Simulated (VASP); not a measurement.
The system is LiCl.

```
Li Cl
1.0
     0.00000    2.54212    2.54212
     2.54212    0.00000    2.54212
     2.54212    2.54212    0.00000
Li Cl
1 1
Cartesian
  0.0000 0.0000 0.0000
  2.5421 2.5421 2.5421
```

Program: VASP 6.6.1. Alike in all runs: task single point; potentials or basis VASP PAW PBE potentials, release 64 (Li_sv, Cl); cell as given; cutoff (eV) 520; smearing gaussian 0.1 eV.

Order these runs on this cell by their band gap on the k mesh, lowest first.
A. level PBEsol; spin off; k mesh 2 × 2 × 2
B. level PBE; spin collinear, ferromagnetic start; k mesh 8 × 8 × 8
C. level r2SCAN+D3(BJ); spin off; k mesh 8 × 8 × 8
D. level BLYP; spin off; k mesh 8 × 8 × 8

A (6.18 eV), B (6.50 eV), D (6.66 eV), C (7.47 eV).

Caveats: some runs use coarse meshes.

A k mesh can miss the band edges.
